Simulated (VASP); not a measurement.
Input of a VASP 6.6.1 run:

File INCAR:

```
PREC = Accurate
ENCUT = 520
EDIFF = 1E-6
ISMEAR = 0
SIGMA = 0.1
LREAL = F
LASPH = T
NELM = 100
ALGO = Fast
ISIF = 2
LWAVE = F
LCHARG = F
GGA = PE
NBANDS = 43
```

File KPOINTS:

```
regular mesh
0
Gamma
  4 4 4
```

File POSCAR:

```
ScTeAs3
1.0
    0.0000000000      5.0293150400      5.0293150400
    5.0293150400      0.0000000000      5.0293150400
    5.0293150400      5.0293150400      0.0000000000
Sc Te As
2 2 6
Direct
    0.5000000000      0.5000000000      0.5000000000
    0.0000000000      0.0000000000      0.0000000000
    0.7500000000      0.7500000000      0.7500000000
    0.2500000000      0.2500000000      0.2500000000
    0.7667005700      0.2332994300      0.2332994300
    0.2332994300      0.2332994300      0.7667005700
    0.2332994300      0.7667005700      0.7667005700
    0.2332994300      0.7667005700      0.2332994300
    0.7667005700      0.2332994300      0.7667005700
    0.7667005700      0.7667005700      0.2332994300
```

Potentials or basis: VASP PAW PBE potentials, release 64 (Sc_sv, Te, As).

Run with:

```console
$ cat potpaw_PBE.64/Sc_sv/POTCAR potpaw_PBE.64/Te/POTCAR potpaw_PBE.64/As/POTCAR > POTCAR
$ mpirun -np 1 vasp_std > vasp.out
```

(1) What does it give for the largest force?

(2) Estimate the band gap on the k mesh.

(3) Predict the pressure.

Answers

(1) 2.292 eV/Å.

(2) zero (bands 32 and 33 overlap by 1.11 eV).

(3) 5.0 GPa.

Caveat: the cell stands under pressure; spin-orbit coupling is left out, which moves the levels of the heavy elements; forces of over 1 eV/Å act on the atoms, so gaps and moduli don't describe the material at rest.
